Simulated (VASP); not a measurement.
# Ti in VASP: single point with PBE+D3(BJ)

Aim: the single point of Ti with PBE+D3(BJ).

All numbers are computed with VASP 6.6.1; they aren't measurements. Logs are shortened: lines on timing, memory, paths and dates and some standing lists are left out, and cuts for length are marked.

## (1) The cell of the first run

The cell holds a slab with vacuum, 24 atoms: a = 5.773 Å, b = 9.148 Å, c = 23.833 Å, α = 90.00°, β = 90.00°, γ = 90.00°.

## (2) Single point, PBE+D3(BJ)

INCAR reads:

```
SYSTEM = Ti
PREC     = Accurate       ! precision mode
ENCUT    = 520            ! plane-wave cutoff, eV
EDIFF    = 1E-7           ! SCF threshold, eV
ISMEAR   = 0              ! smearing method
SIGMA    = 0.1            ! smearing width, eV
LREAL    = Auto         
LASPH    = .True.         ! aspherical terms in the spheres
NELM     = 80             ! most SCF steps
ALGO     = Normal         ! electronic algorithm
ISIF     = 2              ! what is computed and relaxed
LWAVE    = .False.        ! write WAVECAR
LCHARG   = .True.         ! write CHGCAR
LDIPOL   = .True.       
IDIPOL   = 3            
DIPOL    = 0.5 0.5 0.457
GGA      = PE             ! functional
IVDW     = 12             ! dispersion correction
LELF     = .True.         ! ELF
LVHAR    = .True.       
LVACPOTAV= .True.       
NBANDS   = 162            ! bands
```

KPOINTS reads:

```
Automatic mesh
0
Gamma
  3 2 1
  0 0 0
```

POSCAR reads:

```
Ti
1.0
    5.7729299510      0.0000000000      0.0000000000
    0.0000000000      9.1481646307      0.0000000000
    0.0000000000      0.0000000000     23.8327546571
Ti
24
Direct
    0.5000000000      0.3750000000      0.3356724859
    0.5000000000      0.8750000000      0.3356724859
    0.0000000000      0.3750000000      0.3356724859
    0.0000000000      0.8750000000      0.3356724859
    0.7500000000      0.1250000000      0.3706349011
    0.7500000000      0.6250000000      0.3706349011
    0.2500000000      0.1250000000      0.3706349011
    0.2500000000      0.6250000000      0.3706349011
    0.7500000000      0.3750000000      0.4405597316
    0.7500000000      0.8750000000      0.4405597316
    0.2500000000      0.3750000000      0.4405597316
    0.2500000000      0.8750000000      0.4405597316
   -0.0035457965      0.1250494130      0.4741911385
    0.0002360535      0.6249990641      0.4777996747
    0.5035136731      0.1249546157      0.4742054824
    0.4996521303      0.6249611242      0.4777653276
   -0.0032542607      0.3728082586      0.5431329291
   -0.0030300825      0.8770971626      0.5431093210
    0.5033677527      0.3727958702      0.5431299140
    0.5033733710      0.8771304916      0.5431323487
    0.2493963546      0.1249161967      0.5754835660
    0.2501031218      0.6246773049      0.5773637208
    0.7500339329      0.1246119326      0.5815199865
    0.7499380796      0.6249118436      0.5789437000
```

Potentials or basis: VASP PAW PBE potentials, release 64 (Ti_sv).

Command:

```bash
$ cat potpaw_PBE.64/Ti_sv/POTCAR > POTCAR
$ mpirun -np 1 vasp_std > vasp.out
```

OUTCAR:

```text
SYSTEM = Ti
   PREC = Accurate
   ENCUT = 520
   EDIFF = 1E-7
   ISMEAR = 0
   LREAL = Auto
   LASPH = .True.
   NELM = 80
   ISIF = 2
   GGA = PE
   IVDW = 12
 IVDW          = 12

 ion  position               nearest neighbor table
   1  0.500  0.375  0.336-   5 2.83   6 2.83   7 2.83   8 2.83   9 2.89  11 2.89   3 2.89   3 2.89

   2  0.500  0.875  0.336-   5 2.83   6 2.83   7 2.83   8 2.83  10 2.89  12 2.89   4 2.89   4 2.89

   3  0.000  0.375  0.336-   5 2.83   6 2.83   7 2.83   8 2.83   9 2.89  11 2.89   1 2.89   1 2.89
[... 24 lines left out ...]
                             5 2.85   7 2.87
  16  0.500  0.625  0.478-  22 2.78  19 2.78  20 2.78  24 2.81  11 2.84  12 2.85   9 2.85  10 2.85
                            14 2.88  14 2.89
  17  0.997  0.373  0.543-  14 2.78  13 2.80  21 2.80   9 2.83  23 2.83  24 2.84  19 2.85  22 2.85
                            11 2.85
  18  0.997  0.877  0.543-  14 2.78  13 2.80  21 2.80  23 2.83  10 2.83  24 2.84  12 2.85  20 2.85
                            22 2.85
  19  0.503  0.373  0.543-  16 2.78  15 2.80  21 2.81   9 2.83  23 2.83  24 2.84  17 2.85  22 2.85
                            11 2.85
  20  0.503  0.877  0.543-  16 2.78  15 2.80  21 2.81  23 2.83  10 2.83  24 2.84  12 2.85  18 2.85
                            22 2.85
  21  0.249  0.125  0.575-  18 2.80  17 2.80  20 2.81  19 2.81  13 2.82  15 2.82  23 2.89  23 2.89

  22  0.250  0.625  0.577-  16 2.78  14 2.78  19 2.85  17 2.85  18 2.85  20 2.85  24 2.89  24 2.89

  23  0.750  0.125  0.582-  20 2.83  18 2.83  19 2.83  17 2.83  21 2.89  21 2.89
  24  0.750  0.625  0.579-  14 2.81  16 2.81  19 2.84  17 2.84  20 2.84  18 2.84  22 2.89  22 2.89

  LATTYP: Found a simple orthorhombic cell.
 ALAT       =     5.7729299510
 B/A-ratio  =     1.5846657951
 C/A-ratio  =     4.1283637355

  Lattice vectors:

 A1 = (   5.7729299510,   0.0000000000,   0.0000000000)
 A2 = (   0.0000000000,   9.1481646307,   0.0000000000)
 A3 = (   0.0000000000,   0.0000000000,  23.8327546571)

Analysis of symmetry for initial positions (statically):
=====================================================================
 Subroutine PRICEL returns:
 Original cell was already a primitive cell.

 Routine SETGRP: Setting up the symmetry group for a
 simple orthorhombic supercell.

 Subroutine GETGRP returns: Found  1 space group operations
 (whereof  1 operations were pure point group operations)
 out of a pool of  8 trial point group operations.

The static configuration has the point symmetry C_1 .

Analysis of symmetry for dynamics (positions and initial velocities):
=====================================================================
 Subroutine PRICEL returns:
 Original cell was already a primitive cell.

 Routine SETGRP: Setting up the symmetry group for a
 simple orthorhombic supercell.

 Subroutine GETGRP returns: Found  1 space group operations
 (whereof  1 operations were pure point group operations)
 out of a pool of  8 trial point group operations.

The dynamic configuration has the point symmetry C_1 .

 Subroutine INISYM returns: Found  1 space group operations
 (whereof  1 operations are pure point group operations),
 and found     1 'primitive' translations

----------------------------------------------------------------------------------------

                                     Primitive cell

  volume of cell :    1258.6486

  direct lattice vectors                    reciprocal lattice vectors
     5.772929951  0.000000000  0.000000000     0.173222265  0.000000000  0.000000000
     0.000000000  9.148164631  0.000000000     0.000000000  0.109311544  0.000000000
     0.000000000  0.000000000 23.832754657     0.000000000  0.000000000  0.041959061

  length of vectors
     5.772929951  9.148164631 23.832754657     0.173222265  0.109311544  0.041959061

  position of ions in fractional coordinates (direct lattice)
     0.500000000  0.375000000  0.335672486
     0.500000000  0.875000000  0.335672486
     0.000000000  0.375000000  0.335672486
     0.000000000  0.875000000  0.335672486
     0.750000000  0.125000000  0.370634901
     0.750000000  0.625000000  0.370634901
[... 16 lines left out ...]
     0.750033933  0.124611933  0.581519986
     0.749938080  0.624911844  0.578943700

  ion indices of the primitive-cell ions
   primitive index   ion index
                 1           1
                 2           2
                 3           3
                 4           4
                 5           5
                 6           6
[... 16 lines left out ...]
                23          23
                24          24

----------------------------------------------------------------------------------------

 KPOINTS: Automatic mesh

Automatic generation of k-mesh.
 Grid dimensions read from file:
 generate k-points for:    3    2    1

 Generating k-lattice:

  Cartesian coordinates                     Fractional coordinates (reciprocal lattice)
     0.057740755  0.000000000  0.000000000     0.333333333  0.000000000  0.000000000
     0.000000000  0.054655772  0.000000000     0.000000000  0.500000000  0.000000000
     0.000000000  0.000000000  0.041959061     0.000000000  0.000000000  1.000000000

  Length of vectors
     0.057740755  0.054655772  0.041959061

  Shift w.r.t. Gamma in fractional coordinates (k-lattice)
     0.000000000  0.000000000  0.000000000

 Subroutine IBZKPT returns following result:
 ===========================================

 Found      4 irreducible k-points:

 Following reciprocal coordinates:
            Coordinates               Weight
  0.000000  0.000000  0.000000      1.000000
  0.333333  0.000000  0.000000      2.000000
  0.000000  0.500000  0.000000      1.000000
  0.333333  0.500000  0.000000      2.000000
   k-points           NKPTS =      4   k-points in BZ     NKDIM =      4   number of bands    NBANDS=    162
   number of dos      NEDOS =    301   number of ions     NIONS =     24
   total plane-waves  NPLWV = 604800
   dimension x,y,z NGX =    48 NGY =   70 NGZ =  180
   dimension x,y,z NGXF=    96 NGYF=  140 NGZF=  360
   ions per type =              24
   NGX,Y,Z   is equivalent  to a cutoff of  13.82, 12.72, 12.56 a.u.
   NGXF,Y,Z  is equivalent  to a cutoff of  27.65, 25.44, 25.11 a.u.
 SYSTEM =  Ti
   PREC   = accura    normal or accurate (medium, high low for compatibility)
   ISTART =      0    job   : 0-new  1-cont  2-samecut
   ICHARG =      2    charge: 1-file 2-atom 10-const
   ISPIN  =      1    spin polarized calculation?
   LNONCOLLINEAR =      F non collinear calculations
   LSORBIT =      F    spin-orbit coupling
   LASPH  =      T    aspherical Exc in radial PAW
   ENCUT  =  520.0 eV  38.22 Ry    6.18 a.u.  10.73 17.01 44.31*2*pi/ulx,y,z
   NELM   =     80;   NELMIN=  2; NELMDL= -5     # of ELM steps
   EDIFF  = 0.1E-06   stopping-criterion for ELM
   LREAL  =      T    real-space projection
   EDIFFG = 0.1E-05   stopping-criterion for IOM
   NSW    =      0    number of steps for IOM
   IBRION =     -1    ionic relax: 0-MD 1-quasi-New 2-CG
   NFREE  =      0    steps in history (QN), initial steepest desc. (CG)
   ISIF   =      2    stress and relaxation
   ISYM   =      2    0-nonsym 1-usesym 2-fastsym
   POTIM  = 0.5000    time-step for ionic-motion
   TEBEG  =    0.0;   TEEND  =   0.0 temperature during run
   PSTRESS=    0.0 pullay stress
   NELECT =     288.0000    total number of electrons
   NUPDOWN=      -1.0000    fix difference up-down
   EMIN   =  10.00;   EMAX   =-10.00  energy-range for DOS
   EFERMI =   0.00;   METHOD = LEGACY
   ISMEAR =     0;   SIGMA  =   0.10  broadening in eV -4-tet -1-fermi 0-gaus
   EFERMI_NEDOS =   21; number of points for ismear=-14 and -15
   IALGO  =     38    algorithm
   IMIX   =      4    mixing-type and parameters
     AMIX     =   0.40;   BMIX     =  1.00
     AMIX_MAG =   1.60;   BMIX_MAG =  1.00
  volume/ion in A,a.u.               =      52.44       353.91
  Fermi-wavevector in a.u.,A,eV,Ry     =   1.001315  1.892211 13.641639  1.002632
  Thomas-Fermi vector in A             =   2.133729
   LORBIT       =      0    0 simple, 1 ext, 2 COOP (PROOUT), +10 PAW based schemes
   GGA     = PE    functional components
   LHFCALC =     F    Hartree Fock is set to
   AEXX    =    0.0000 exact exchange contribution
   IVDW    =    12    specifies the selected vdW correction
   LEPSILON=     F    determine dielectric tensor
   LRPA    =     F    only Hartree local field effects (RPA)
 non-spin polarized calculation
 Gauss-broadening in eV      SIGMA  =   0.10
  energy-cutoff  :      520.00
  volume of cell :     1258.65
 maximum number of plane-waves:     33966
 NGX is ok and might be reduce to    48
   NGX = 21   NGY = 35   NGZ = 89

 dipolmoment           0.000000      0.000000     -0.131835 electrons x Angstroem

 number of electron     288.0000084 magnetization

 dipolmoment           0.000000      0.000000      0.005597 electrons x Angstroem

 Free energy of the ion-electron system (eV)
  ---------------------------------------------------
  ext. energy  EPLUGINS =         0.00000000
  ---------------------------------------------------
  free energy    TOTEN  =      -174.67332311 eV

  energy without entropy =     -174.45200196  energy(sigma->0) =     -174.56266254

 E-fermi :   0.2944     XC(G=0):  -4.6083

 val. band max:        0.2826390766   @ k =   0.0000   0.0000   0.0000
 cond. band min:       0.3384719918   @ k =   0.0000   0.5000   0.0000
 fundamental gap:      0.0558329152
 Fermi energy:         0.2944121867

 k-point     1 :       0.0000    0.0000    0.0000
  band No.  band energies     occupation
      1     -56.7301      2.00000
      2     -56.6884      2.00000
      3     -56.6776      2.00000
      4     -56.6637      2.00000
      5     -56.6321      2.00000
      6     -56.6320      2.00000
[... 625 lines left out ...]
    155       0.6612      0.00000
    156       0.6774      0.00000
 [bands above 156 left out]

------------------------ aborting loop because EDIFF is reached ----------------------------------------

 Edisp (eV)  -10.41460

 E8    (eV) :    -5.1561

  FORCE on cell =-STRESS in cart. coord.  units (eV):
  Direction    XX          YY          ZZ          XY          YZ          ZX
  --------------------------------------------------------------------------------------
  -------------------------------------------------------------------------------------
  Total     -13.19026   -10.29448    -4.62797     0.00001     0.01656     0.01922
  in kB     -16.79033   -13.10420    -5.89110     0.00001     0.02107     0.02447
  external pressure =      -11.93 kB  Pullay stress =        0.00 kB

 VOLUME and BASIS-vectors are now :
 -----------------------------------------------------------------------------
  energy-cutoff  :      520.00
  volume of cell :     1258.65
      direct lattice vectors                 reciprocal lattice vectors
     5.772929951  0.000000000  0.000000000     0.173222265  0.000000000  0.000000000
     0.000000000  9.148164631  0.000000000     0.000000000  0.109311544  0.000000000
     0.000000000  0.000000000 23.832754657     0.000000000  0.000000000  0.041959061

 POSITION                                       TOTAL-FORCE (eV/Angst)
 -----------------------------------------------------------------------------------
      2.88646      3.43056      8.00000         0.003919      0.022373      0.255442
      2.88646      8.00464      8.00000         0.004495     -0.011741      0.255609
      0.00000      3.43056      8.00000        -0.004603      0.021591      0.255396
      0.00000      8.00464      8.00000        -0.005183     -0.011271      0.255327
      4.32970      1.14352      8.83325        -0.001262      0.010509      0.025457
      4.32970      5.71760      8.83325        -0.000475      0.010637      0.190035
[... 16 lines left out ...]
      4.32989      1.13997     13.85922        -0.000338      0.000851     -0.332130
      4.32934      5.71680     13.79782         0.001079      0.003829     -0.138853
 -----------------------------------------------------------------------------------
    total drift:                                0.014059      0.042305     -0.004880

  FREE ENERGIE OF THE ION-ELECTRON SYSTEM (eV)
  ---------------------------------------------------
  free  energy   TOTEN  =      -185.0879253156 eV

  energy  without entropy=     -184.8666041716  energy(sigma->0) =     -184.97726474

 vacuum level on the upper side and lower side of the slab         4.144         4.125
```

Wall time 65 min (1 thread of Intel Xeon 6975P-C (Granite Rapids), shared host); peak memory 1.4 GiB.

Results:

```
Free energy                : -185.0879 eV
Largest force              : 0.504 eV/Å
Band gap on the k mesh     : zero (bands 144 and 145 overlap by 0.24 eV)
Dispersion energy per atom : -0.434 eV
```

Forces on the atoms (eV/Å):
```
Ti   0.004  0.022  0.255
Ti   0.004 -0.012  0.256
Ti  -0.005  0.022  0.255
Ti  -0.005 -0.011  0.255
Ti  -0.001  0.011  0.025
Ti   0.000  0.011  0.190
Ti  -0.001  0.011  0.063
Ti  -0.002  0.010  0.236
Ti  -0.001  0.098 -0.489
Ti   0.001 -0.131 -0.487
Ti   0.000  0.002 -0.324
Ti  -0.001 -0.034 -0.327
Ti   0.106  0.003  0.165
Ti  -0.020 -0.006  0.033
Ti  -0.110  0.008  0.169
Ti   0.019 -0.002  0.037
Ti   0.032 -0.001  0.064
Ti   0.042  0.005  0.055
Ti  -0.039 -0.007  0.062
Ti  -0.043 -0.002  0.053
Ti   0.018  0.000 -0.020
Ti   0.001 -0.003 -0.056
Ti   0.000  0.001 -0.332
Ti   0.001  0.004 -0.139
```

Levels at points of the mesh, in eV from the Fermi level:
```csv
k point,band 140,band 141,band 142,band 143,band 144,band 145,band 146,band 147,band 148,band 149
"(0.00, 0.00, 0.00)",-0.40,-0.06,-0.01,-0.01,0.17,0.20,0.22,0.31,0.36,0.38
"(0.00, 0.50, 0.00)",-0.45,0.04,0.05,0.07,0.07,0.12,0.21,0.23,0.24,0.29
```

Caveat: the k points lie up to 0.36 Å⁻¹ apart.

The gap in the log of VASP goes by the Fermi energy; the results here count the filled bands.